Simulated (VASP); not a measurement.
Write the native input for VASP 6.6.1 that does the following.

| Quantity | Value |
| --- | --- |
| Task | single point |
| Functional | PBEsol |
| Potentials or basis | VASP PAW PBE potentials, release 64 (Ba_sv) |
| Cutoff | 520 eV |
| k mesh | 8 × 8 × 10 |
| Occupations | gaussian, width 0.1 eV |
| Spin | no spin polarisation |
| Dipole correction | no |
| Further INCAR settings | ALGO = Fast; EDIFF = 1e-06; NBANDS = 28 |

The structure of Ba lies in POSCAR:

```
Ba
1.0
    3.5471398936     -7.4979479373      0.0000000000
    3.5471398936      7.4979479373      0.0000000000
    0.0000000000      0.0000000000      4.3410804933
Ba
4
Direct
    0.1284397901      0.8715602099      0.0003120243
    0.6284397901      0.3715602099      0.4996879757
    0.8715602099      0.1284397901      0.9996879757
    0.3715602099      0.6284397901      0.5003120243
```

The input as run:

INCAR

```
SYSTEM = Ba
  ALGO = Fast
  EDIFF = 1E-6
  ENCUT = 520
  GGA = PS
  ISIF = 2
  ISMEAR = 0
  LASPH = .True.
  LCHARG = .True.
  LELF = .True.
  LREAL = .False.
  LVHAR = .True.
  LWAVE = .False.
  NBANDS = 28
  NELM = 80
  PREC = Accurate
  SIGMA = 0.1
```

KPOINTS

```
k-points
0
Gamma
  8 8 10
  0 0 0
```

Potentials or basis: VASP PAW PBE potentials, release 64 (Ba_sv).

Command:

```console
$ cat potpaw_PBE.64/Ba_sv/POTCAR > POTCAR
$ mpirun -np 1 vasp_std > vasp.out
```

Results of the run:

* Pressure: 0.1 GPa
* Largest force: 0.005 eV/Å
* Band gap on the k mesh: zero (bands 20 and 21 overlap by 0.56 eV)

Caveat: the PAW data sets were made with another functional, which shifts forces and pressure a little; spin-orbit coupling is left out, which moves the levels of the heavy elements.

Wall time 10 min on 1 thread of Intel(R) Xeon(R) Platinum 8488C (Sapphire Rapids), on a shared host, peak memory 0.77 GiB.
